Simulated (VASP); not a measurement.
Input of a VASP 6.6.1 run:

File POSCAR:

```
MgO
1.0
    0.0000000000      2.1037650697      2.1037650697
    2.1037650697      0.0000000000      2.1037650697
    2.1037650697      2.1037650697      0.0000000000
Mg O
1 1
Direct
    0.0000000000      0.0000000000      0.0000000000
    0.5000000000      0.5000000000      0.5000000000
```

INCAR.step1

```
PREC = Accurate
ENCUT = 520
ISMEAR = 0
SIGMA = 0.02
LREAL = False
LASPH = True
NELM = 60
NBANDS = 11
GGA = PE
ALGO = Normal
EDIFF = 1E-4
LWAVE = True
LCHARG = False
```

INCAR.step2

```
PREC = Accurate
ENCUT = 520
EDIFF = 1E-7
ISMEAR = 0
SIGMA = 0.02
LREAL = False
LASPH = True
NELM = 60
ALGO = Normal
ISIF = 2
LWAVE = False
LCHARG = False
METAGGA = R2SCAN
LMIXTAU = True
NBANDS = 11
ISTART = 1
```

Contents of KPOINTS:

```
Automatic mesh
0
Gamma
  10 10 10
```

Potentials or basis: VASP PAW PBE potentials, release 64 (Mg, O).

Run with:

```console
$ cat potpaw_PBE.64/Mg/POTCAR potpaw_PBE.64/O/POTCAR > POTCAR
$ cp INCAR.step1 INCAR
$ mpirun -np 1 vasp_std > vasp.out
$ cp INCAR.step2 INCAR
$ mpirun -np 1 vasp_std > vasp.out
```

(1) Predict the band gap on the k mesh.

(2) What does it give for the pressure?

Answers

(1) 5.64 eV, direct.

(2) -1.5 GPa.

Caveat: the PAW data sets were made with another functional, which shifts forces and pressure a little.

**What was measured.**

“Electronic structure of alkaline earth and post-transition metal oxides”, 2009, arxiv:0908.1581 quotes, for a bulk crystal of MgO: band gap 7.83 eV.

Against the measured gap of MgO, 7.83 eV (quoted in “Electronic structure of alkaline earth and post-transition metal oxides”, 2009, arxiv:0908.1581), the calculated 5.64 eV is off by -2.19 eV. The value is that of r2SCAN, without temperature or zero-point motion.
